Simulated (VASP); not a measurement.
Wanted: the native input for a VASP 6.6.1 run.

- Task: single point
- Functional: r2SCAN
- Potentials or basis: VASP PAW PBE potentials, release 64 (S)
- Cutoff: 520 eV
- k mesh: 4 × 4 × 4
- Occupations: gaussian, width 0.1 eV
- Spin: no spin polarisation
- Dipole correction: no
- Further INCAR settings: ALGO = Normal; EDIFF = 1e-06; NBANDS = 20

S:

```xyz
4
Lattice="2.0501 -4.8912 0.0000 2.0501 4.8912 0.0000 0.0000 0.0000 4.5739" Properties=species:S:1:pos:R:3 pbc="T T T"
S     2.0501    3.9510   -0.0049
S     2.0501   -0.9402    2.2918
S     2.0501   -3.9510    4.5788
S     2.0501    0.9402    2.2821
```

One way to write it, as run:

POSCAR

```
S
1.0
    2.0501251500     -4.8912295931      0.0000000000
    2.0501251500      4.8912295931      0.0000000000
    0.0000000000      0.0000000000      4.5739193008
S
4
Direct
    0.0961115084      0.9038884916     -0.0010605867
    0.5961115084      0.4038884916      0.5010605867
    0.9038884916      0.0961115084      1.0010605867
    0.4038884916      0.5961115084      0.4989394133
```

INCAR.step1

```
SYSTEM = S
PREC = Accurate
ENCUT = 520
ISMEAR = 0
SIGMA = 0.1
LREAL = .False.
LASPH = .True.
NELM = 100
NBANDS = 20
GGA = PE
ALGO = Normal
EDIFF = 1E-4
LWAVE = .True.
LCHARG = .False.
```

INCAR.step2

```
SYSTEM = S
PREC = Accurate
ENCUT = 520
EDIFF = 1E-6
ISMEAR = 0
SIGMA = 0.1
LREAL = .False.
LASPH = .True.
NELM = 100
ALGO = Normal
ISIF = 2
LWAVE = .False.
LCHARG = .False.
METAGGA = R2SCAN
LMIXTAU = .True.
NBANDS = 20
ISTART = 1
```

KPOINTS

```
Automatic mesh
0
Gamma
  4 4 4
  0 0 0
```

Potentials or basis: VASP PAW PBE potentials, release 64 (S).

Run with:

```console
$ cat potpaw_PBE.64/S/POTCAR > POTCAR
$ cp INCAR.step1 INCAR
$ mpirun -np 1 vasp_std > vasp.out
$ cp INCAR.step2 INCAR
$ mpirun -np 1 vasp_std > vasp.out
```

Results of the run:

| Property | Result |
| --- | --- |
| Pressure | -0.5 GPa |
| Largest force | 0.237 eV/Å |
| Band gap on the k mesh | zero (band 12 reaches 3.24 eV, above the bottom of band 13 at 2.92 eV) |

Caveat: the k points lie up to 0.42 Å⁻¹ apart; the PAW data sets were made with another functional, which shifts forces and pressure a little.

It took 59 s on 1 thread of Intel(R) Xeon(R) 6975P-C (Granite Rapids), on a shared host, peak memory 0.23 GiB.
